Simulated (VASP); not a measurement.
The system is Cd.

```
Cd
1.0
     0.00000    2.21000    2.21000
     2.21000    0.00000    2.21000
     2.21000    2.21000    0.00000
Cd
1
Cartesian
  0.0000 0.0000 0.0000
```

This isn't the form of Cd at room conditions, which is hcp.

```yaml
Program: VASP 6.6.1
Task: relaxation of cell and atoms
Functional: PBEsol
Dispersion: D3(BJ)
Potentials_or_basis: VASP PAW PBE potentials, release 64 (Cd)
Cutoff: 500 eV
k_mesh: 9 × 9 × 9
Occupations: fermi-dirac, width 0.1 eV
Spin: no spin polarisation
```

At the start: pressure -4.3 GPa; volume 21.59 Å³/atom.

Question: How do energy, volume and symmetry change on relaxing?

Answer: Over 3 steps the energy falls by 23.4 meV/atom and the volume is 19.99 Å³/atom (-7.4 %); space group Fm-3m (No. 225, to 0.1 Å) before and after.

The path:
```
step  energy change (eV)  largest force (eV/Å)  pressure (GPa)  volume (Å³)
   1              0.0000                0.0000           -4.34        21.59
   2             -0.0230                0.0000            0.67        19.81
   3             -0.0234                0.0000            0.02        19.99
```

Final structure:
```
CELL_PARAMETERS angstrom
0.00000 2.15422 2.15422
2.15422 0.00000 2.15422
2.15422 2.15422 0.00000
ATOMIC_POSITIONS crystal
Cd 0.00000 0.00000 0.00000
```

Caveat: the PAW data sets were made with another functional, which shifts forces and pressure a little.
